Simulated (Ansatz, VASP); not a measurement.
**Two plane-wave programs on CdF2**

File INCAR:

```
  ALGO = Normal
  EDIFF = 1E-6
  ENCUT = 520
  GGA = PE
  ISIF = 2
  ISMEAR = 0
  LASPH = T
  LCHARG = F
  LREAL = F
  LWAVE = F
  NBANDS = 20
  NELM = 100
  PREC = Accurate
  SIGMA = 0.05
```

KPOINTS

```
k-points
0
Gamma
  8 8 8
```

Contents of POSCAR:

```
CdF2
1.0
    0.0000000000      2.6940000000      2.6940000000
    2.6940000000      0.0000000000      2.6940000000
    2.6940000000      2.6940000000      0.0000000000
Cd F
1 2
Direct
    0.0000000000      0.0000000000      0.0000000000
    0.2500000000      0.2500000000      0.2500000000
    0.7500000000      0.7500000000      0.7500000000
```

Input for Ansatz:

```yaml
crystal:
  lattice:
    - [0.0, 2.694, 2.694]
    - [2.694, 0.0, 2.694]
    - [2.694, 2.694, 0.0]
  atoms:
    - { symbol: Cd, position: [0.0, 0.0, 0.0] }
    - { symbol: F, position: [0.25, 0.25, 0.25] }
    - { symbol: F, position: [0.75, 0.75, 0.75] }
basis:
  ecutwfc: 420
kpoints:
  mp_grid: { grid: [8, 8, 8] }
hamiltonian:
  xc: pbe
scf:
  occupations: { method: gaussian, width: 0.05 }
output:
  forces: true
  stress: true
  eigenvalues: true
  write_density: true
  write_potential: true
  elf: true
  volumetric_format: npy
```

Alike in both runs: task single point; functional PBE; k mesh 8 × 8 × 8; occupations gaussian, width 0.05 eV; no spin polarisation.

|  | VASP | Ansatz |
| --- | --- | --- |
| version | VASP 6.6.1 | Ansatz 0.2.0 |
| potentials or method | VASP PAW PBE potentials, release 64 (Cd, F), cutoff 520 eV | scalar-relativistic, plane waves, PAW |
| valence electrons in the cell | 26 | 34 |

|  | VASP | Ansatz | Ansatz less VASP |
| --- | --- | --- | --- |
| gap on the k mesh at the Fermi level (eV) | 3.07 | 3.10 | +0.033 |
| least direct gap on the mesh (eV) | 3.57 | 3.60 | +0.031 |
| pressure (GPa) | 6.2 | 5.5 | -0.75 |

The functional is the same, so the differences come from potentials, cutoffs and numerics. VASP's potentials hold 26 valence electrons a cell and Ansatz's 34, so a difference there can come from the potentials and not from the codes.
